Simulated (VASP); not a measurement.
Runs of VASP 6.6.1 on ZnS. The structure is that of space group P6_3mc (No. 186), or close to it. The cells are those of the table. 

| task | cell | cutoff (eV) | gap on the mesh (eV) | pressure (GPa) | largest force (eV/Å) |
| --- | --- | --- | --- | --- | --- |
| single point | a = 3.673, b = 3.673, c = 6.053 Å, angles 90.0, 90.0, 120.0°, 4 atoms | 520 | (d) | 10.0 | 0.02 |
| single point | a = 3.437, b = 3.437, c = 5.789 Å, angles 90.0, 90.0, 120.0°, 4 atoms | 520 | 3.17 | 40.4 | - |
| single point | a = 3.807, b = 3.807, c = 6.432 Å, angles 90.0, 90.0, 120.0°, 4 atoms | 520 | (b) | (a) | - |
| single point | a = 3.732, b = 3.732, c = 6.135 Å, angles 90.0, 90.0, 120.0°, 4 atoms | 520 | 3.06 | 5.1 | 0.02 |
| single point | a = 3.775, b = 3.775, c = 6.198 Å, angles 90.0, 90.0, 120.0°, 4 atoms | 520 | (c) | 2.1 | 0.01 |
| single point | a = 3.807, b = 3.807, c = 6.370 Å, angles 90.0, 90.0, 120.0°, 4 atoms | 520 | 2.62 | -1.5 | 0.01 |
| relaxation of cell and atoms | relaxed to 10 GPa from a = 3.673, b = 3.673, c = 6.037 Å, angles 90.0, 90.0, 120.0°, 4 atoms | 600 | 3.27 | 10.0 | - |

Alike in all rows: level r2SCAN; potentials or basis VASP PAW PBE potentials, release 64 (Zn, S); no spin polarisation; k mesh 6 × 6 × 4; smearing gaussian 0.02 eV.

Q: Fill in the values left out.

A: (a) -2.2; (b) 2.54; (c) 2.90; (d) 3.28.

Caveats: the PAW data sets were made with another functional, which shifts forces and pressure a little; the cell is relaxed towards a set pressure, so the enthalpy falls and the energy may rise (some runs).

A k mesh can miss the band edges.
